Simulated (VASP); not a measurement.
Set up this calculation in VASP 6.6.1, as the native input.

| Property | Result |
| --- | --- |
| Task | single point |
| Functional | PBE |
| Potentials or basis | VASP PAW PBE potentials, release 64 (Ti_sv, Al, Ni) |
| Cutoff | 520 eV |
| k mesh | 12 × 12 × 8 |
| Occupations | gaussian, width 0.1 eV |
| Spin | no spin polarisation |
| Dipole correction | no |
| Further INCAR settings | ALGO = Fast; EDIFF = 1e-06; NBANDS = 30 |

The structure of TiAl3Ni2 lies in POSCAR:

```
TiAl3Ni2
1.0
    4.2555160050      0.0000000294      0.0000000000
   -2.1277580279      3.6853849518      0.0000000000
    0.0000000000      0.0000000000      5.5604478160
Ti Al Ni
1 3 2
Direct
    0.0000000000      0.0000000000      0.5000000000
    0.3333333333      0.6666666667      0.2558476819
    0.6666666667      0.3333333333      0.7441523181
    0.0000000000      0.0000000000      0.0000000000
    0.3333333333      0.6666666667      0.7498095243
    0.6666666667      0.3333333333      0.2501904757
```

These files were run (other wordings do the same):

INCAR

```
ALGO     = Fast           # electronic algorithm
EDIFF    = 1E-6           # SCF threshold, eV
ENCUT    = 520            # plane-wave cutoff, eV
GGA      = PE             # functional
ISIF     = 2              # what is computed and relaxed
ISMEAR   = 0              # smearing method
LASPH    = T              # aspherical terms in the spheres
LCHARG   = F              # write CHGCAR
LREAL    = F              # projectors in reciprocal space
LWAVE    = F              # write WAVECAR
NBANDS   = 30             # bands
NELM     = 100            # most SCF steps
PREC     = Accurate       # precision mode
SIGMA    = 0.1            # smearing width, eV
```

KPOINTS

```
k-points
0
Gamma
  12 12 8
```

Potentials or basis: VASP PAW PBE potentials, release 64 (Ti_sv, Al, Ni).

Command:

```sh
$ cat potpaw_PBE.64/Ti_sv/POTCAR potpaw_PBE.64/Al/POTCAR potpaw_PBE.64/Ni/POTCAR > POTCAR
$ mpirun -np 1 vasp_std > vasp.out
```

Results of the run:

| Item | Value |
| --- | --- |
| Pressure | -6.8 GPa |
| Largest force | 0.006 eV/Å |
| Band gap on the k mesh | zero (an odd number of electrons rules out a gap without spin polarisation) |

Caveat: the cell stands under tension.

Wall time 11 min on 1 thread of Intel(R) Xeon(R) Platinum 8488C (Sapphire Rapids) (shared host), peak memory 0.44 GiB.
